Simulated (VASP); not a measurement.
Write the native input for VASP 6.6.1 that does the following.

- Task: electric field gradients
- Functional: PBE
- Potentials or basis: VASP PAW PBE potentials, release 64 (Cs_sv, Br)
- Cutoff: 400 eV
- k mesh: 6 × 6 × 6
- Occupations: fermi-dirac, width 0.02 eV
- Spin: no spin polarisation
- Dipole correction: no
- Further INCAR settings: ALGO = Normal; EDIFF = 1e-08; NBANDS = 15

The structure of CsBr lies in POSCAR:

```
CsBr
1.0
    4.4104598805      0.0000000000      0.0000000000
    0.0000000000      4.4104598805      0.0000000000
    0.0000000000      0.0000000000      4.4104598805
Cs Br
1 1
Direct
    0.0000000000      0.0000000000      0.0000000000
    0.5000000000      0.5000000000      0.5000000000
```

These files were run (other wordings do the same):

INCAR

```
SYSTEM = CsBr
ALGO     = Normal         ! electronic algorithm
EDIFF    = 1E-8           ! SCF threshold, eV
ENCUT    = 400            ! plane-wave cutoff, eV
GGA      = PE             ! functional
GGA_COMPAT= .FALSE.      
ISIF     = 2              ! what is computed and relaxed
ISMEAR   = -1             ! smearing method
LASPH    = .TRUE.         ! aspherical terms in the spheres
LCHARG   = .FALSE.        ! write CHGCAR
LEFG     = .TRUE.       
LREAL    = .FALSE.        ! projectors in reciprocal space
LWAVE    = .FALSE.        ! write WAVECAR
NBANDS   = 15             ! bands
NELM     = 120            ! most SCF steps
PREC     = Accurate       ! precision mode
SIGMA    = 0.02           ! smearing width, eV
```

KPOINTS

```
k-points
0
G
  6 6 6
  0 0 0
```

Potentials or basis: VASP PAW PBE potentials, release 64 (Cs_sv, Br).

Run with:

```console
$ cat potpaw_PBE.64/Cs_sv/POTCAR potpaw_PBE.64/Br/POTCAR > POTCAR
$ mpirun -np 1 vasp_std > vasp.out
```

Results of the run:

The pressure is -0.2 GPa. The band gap on the k mesh is 4.19 eV (least direct gap 4.22 eV) and the largest electric field gradient by atom is zero within the noise of the run.

Caveat: spin-orbit coupling is left out, which moves the levels of the heavy elements.

Run time: 36 s on 1 thread of Intel Xeon 8259CL, on a shared host, peak memory 0.17 GiB.
